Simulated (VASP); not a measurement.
Wanted: the native input for a VASP 6.6.1 run.

| Item | Value |
| --- | --- |
| Task | single point |
| Functional | PBE |
| Potentials or basis | VASP PAW PBE potentials, release 64 (Hg) |
| Cutoff | 500 eV |
| k mesh | 12 × 12 × 12 |
| Occupations | fermi-dirac, width 0.08 eV |
| Spin | no spin polarisation |
| Dipole correction | no |
| Further INCAR settings | ALGO = Normal; EDIFF = 1e-06; NBANDS = 12 |

The structure of Hg lies in POSCAR:

```
Hg
1.0
    2.3402918708      0.0000000000      0.0000000000
    0.0000000000      2.3402918708      0.0000000000
    0.0000000000      0.0000000000      2.3402918708
Hg
1
Direct
    0.0000000000      0.0000000000      0.0000000000
```

This cell differs from its parent crystal: volume scaled by 0.43.

The input as run:

INCAR

```
SYSTEM = Hg
PREC = Accurate ; ENCUT = 500
EDIFF = 1E-6 ; ISMEAR = -1
SIGMA = 0.08 ; LREAL = .FALSE.
LASPH = .TRUE. ; NELM = 120
ALGO = Normal ; ISIF = 2
LWAVE = .FALSE. ; LCHARG = .FALSE.
GGA = PE ; NBANDS = 12
GGA_COMPAT = .FALSE.
```

KPOINTS

```
Automatic mesh
0
G
  12 12 12
  0 0 0
```

Potentials or basis: VASP PAW PBE potentials, release 64 (Hg).

The run is started by

```console
$ cat potpaw_PBE.64/Hg/POTCAR > POTCAR
$ mpirun -np 1 vasp_std > vasp.out
```

It gave:

```
Pressure               : 270.4 GPa
Band gap on the k mesh : zero (band 6 reaches 17.06 eV, above the bottom of band 7 at 10.10 eV)
```

Caveat: spin-orbit coupling is left out, which moves the levels of the heavy elements.

Run time: 14 s on 1 thread of Intel Xeon 8259CL (shared host), peak memory 0.13 GiB.
